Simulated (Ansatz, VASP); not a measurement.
In in VASP and in Ansatz

```
In
1.0
     5.26053    0.00000    0.00000
    -2.63026    4.55575    0.00000
     0.00000    0.00000    3.24690
In
3
Direct
  0.00000 0.00000 0.00000
  0.33333 0.66667 0.50000
  0.66667 0.33333 0.50000
```

Alike in both runs: task single point; functional PBEsol; k mesh 8 × 8 × 11; occupations fermi-dirac, width 0.1 eV; no spin polarisation.

|  | VASP | Ansatz |
| --- | --- | --- |
| version | VASP 6.6.1 | Ansatz 0.2.0 |
| potentials or method | VASP PAW PBE potentials, release 64 (In_d), cutoff 520 eV | plane waves (420 eV) with PAW, scalar-relativistic |
| valence electrons in the cell | 39 | 39 |

VASP gave:

| Quantity | Value |
| --- | --- |
| pressure (GPa) | 0.0 |
| traceless stress, the component that is largest in VASP (GPa) | -0.16 |

Q: Estimate Ansatz's values.

A: Pressure (GPa): 0.1; traceless stress, the component that is largest in VASP (GPa): -0.16.

VASP's potentials were made for PBE, not for PBEsol, and Ansatz warns of the same on its side.
